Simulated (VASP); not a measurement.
A run of VASP 6.6.1 is set up as follows.

File INCAR:

```
SYSTEM = CaSe
PREC     = Accurate       ! precision mode
ENCUT    = 520            ! plane-wave cutoff, eV
EDIFF    = 1E-7           ! SCF threshold, eV
ISMEAR   = 0              ! smearing method
SIGMA    = 0.05           ! smearing width, eV
LREAL    = .FALSE.        ! projectors in reciprocal space
LASPH    = .TRUE.         ! aspherical terms in the spheres
NELM     = 80             ! most SCF steps
ALGO     = Normal         ! electronic algorithm
ISIF     = 2              ! what is computed and relaxed
LWAVE    = .FALSE.        ! write WAVECAR
LCHARG   = .TRUE.         ! write CHGCAR
LELF     = .TRUE.         ! ELF
LVHAR    = .TRUE.       
NBANDS   = 15             ! bands
```

The input KPOINTS:

```
Automatic mesh
0
G
  6 6 6
  0 0 0
```

Contents of POSCAR:

```
CaSe
1.0
    0.0000000000      3.2010000000      3.2505000000
    3.2010000000      0.0000000000      3.2505000000
    3.2010000000      3.2010000000      0.0000000000
Ca Se
1 1
Direct
    0.0000000000      0.0000000000      0.0000000000
    0.7500000000      0.7500000000      0.7500000000
```

Potentials or basis: VASP PAW LDA potentials, release 64 (Ca_sv, Se).

Command:

```console
$ cat potpaw_LDA.64/Ca_sv/POTCAR potpaw_LDA.64/Se/POTCAR > POTCAR
$ mpirun -np 1 vasp_std > vasp.out
```

(1) Predict the pressure.

(2) What does it give for the band gap on the k mesh?

## Answers

(1) -0.1 GPa.

(2) 3.09 eV, indirect (least direct gap 3.25 eV).

Caveat: the cell differs from its parent crystal (strain -0.030 along x and y, -0.015 along z).
